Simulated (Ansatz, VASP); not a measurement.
## Au in VASP and in Ansatz

```xyz
1
Lattice="0.0000 2.0783 2.0783 2.0783 0.0000 2.0783 2.0783 2.0783 0.0000" Properties=species:S:1:pos:R:3 pbc="T T T"
Au    0.0000    0.0000    0.0000
```

Alike in both runs: task electric field gradients; functional PBEsol; k mesh 14 × 14 × 14; occupations fermi-dirac, width 0.03 eV; no spin polarisation.

|  | VASP | Ansatz |
| --- | --- | --- |
| version | VASP 6.6.1 | Ansatz 0.2.0 |
| potentials or method | VASP PAW PBE potentials, release 64 (Au) | PAW with Ansatz's default frozen-core files, scalar-relativistic |
| plane-wave cutoff (eV) | 520 | 420 |
| valence electrons in the cell | 11 | 19 |

Ansatz gave:

| Quantity | Value |
| --- | --- |
| gap on the k mesh at the Fermi level (eV) | none |
| pressure (GPa) | -8.1 |

Q: What did VASP give for the same quantities?

A: gap on the k mesh at the Fermi level (eV): none; pressure (GPa): -8.4.

VASP's potentials were made for PBE, not for PBEsol. A gap of «none» marks a metal or a gap that the smearing closes. The functional is the same, so the differences come from potentials, cutoffs and numerics. VASP's potentials hold 11 valence electrons a cell and Ansatz's 19, so a difference there can come from the potentials and not from the codes.

Neither program's run includes spin-orbit coupling.
